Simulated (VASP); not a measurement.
Here is a VASP 6.6.1 calculation.

Contents of INCAR:

```
PREC     = Accurate       # precision mode
ENCUT    = 520            # plane-wave cutoff, eV
EDIFF    = 1E-6           # SCF threshold, eV
ISMEAR   = -1             # smearing method
SIGMA    = 0.1            # smearing width, eV
LREAL    = False          # projectors in reciprocal space
LASPH    = True           # aspherical terms in the spheres
NELM     = 80             # most SCF steps
ALGO     = Normal         # electronic algorithm
ISIF     = 2              # what is computed and relaxed
LWAVE    = False          # write WAVECAR
LCHARG   = False          # write CHGCAR
LDIPOL   = True         
IDIPOL   = 3            
DIPOL    = 0.5 0.5 0.500
GGA      = PS             # functional
NBANDS   = 49             # bands
```

KPOINTS

```
regular mesh
0
Gamma
  6 6 1
```

POSCAR

```
SnO2
1.0
    5.1509554894      0.0000000000      0.0000000000
    4.1356137702      3.0706743927      0.0000000000
    0.0000000000      0.0000000000     19.9439858843
Sn O
3 6
Direct
    0.7226663952      0.7226663913      0.3621451706
    0.1679991857      0.1679991740      0.5000000000
    0.6133319762      0.6133319567      0.6378548294
    0.3427895779      0.3427895761      0.3259127858
    0.1025432126      0.1025432066      0.3983775554
    0.7881223684      0.7881223588      0.4637676152
    0.5478760031      0.5478759893      0.5362323848
    0.2334551589      0.2334551414      0.6016224446
    0.9932087936      0.9932087720      0.6740872142
```

Potentials or basis: VASP PAW PBE potentials, release 64 (Sn_d, O).

Command:

```bash
$ cat potpaw_PBE.64/Sn_d/POTCAR potpaw_PBE.64/O/POTCAR > POTCAR
$ mpirun -np 1 vasp_std > vasp.out
```

(1) Predict the largest force.

(2) Estimate the band gap on the k mesh.

Answers

(1) 2.383 eV/Å.

(2) 1.26 eV (least direct gap 1.52 eV).

Caveat: the PAW data sets were made with another functional, which shifts forces and pressure a little; spin-orbit coupling is left out, which moves the levels of the heavy elements.
